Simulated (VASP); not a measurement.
ZnHOF, 16 atoms in the cell. It takes space group Pnma (No. 62, orthorhombic). Conventional cell: a = 10.228 Å, b = 3.112 Å, c = 4.716 Å, α = 90.00°, β = 90.00°, γ = 90.00°. Zn (site symmetry m) has 3 F at 2.02 to 2.05 Å and 3 O at 2.12 to 2.13 Å and 3 H at 2.68 to 2.69 Å within 2.7 Å. H (site symmetry m) has 1 O at 0.90 Å within 1.2 Å. Within 1.2 Å of O (site symmetry m) lie 1 H at 0.90 Å. Within 2.7 Å of F (site symmetry m) lie 3 Zn at 2.02 to 2.05 Å and 1 H at 2.12 Å. 

```yaml
Program: VASP 6.6.1
Task: electric field gradients
Functional: PBE
Potentials_or_basis: VASP PAW PBE potentials, release 64 (Zn, H, O, F)
Cutoff: 520 eV
k_mesh: 2 × 7 × 5
Occupations: fermi-dirac, width 0.02 eV
Spin: no spin polarisation
Dipole_correction: no
Further_INCAR_settings: LREAL = Auto; ALGO = Normal; EDIFF = 1e-08; NBANDS = 66
```

Potentials or basis: VASP PAW PBE potentials, release 64 (Zn, H, O, F).

Run with:

```bash
$ cat potpaw_PBE.64/Zn/POTCAR potpaw_PBE.64/H/POTCAR potpaw_PBE.64/O/POTCAR potpaw_PBE.64/F/POTCAR > POTCAR
$ mpirun -np 1 vasp_std > vasp.out
```

Hardware: 1 thread of Intel(R) Xeon(R) Platinum 8259CL CPU @ 2.50GHz (Skylake/Cascade Lake) (shared host).

Q: How long does it take, and how much memory?

A: Run time: 8.2 min on 1 thread of Intel(R) Xeon(R) Platinum 8259CL CPU @ 2.50GHz (Skylake/Cascade Lake) (shared host), peak memory 0.33 GiB. Counts: scf iterations 20, k points 24.
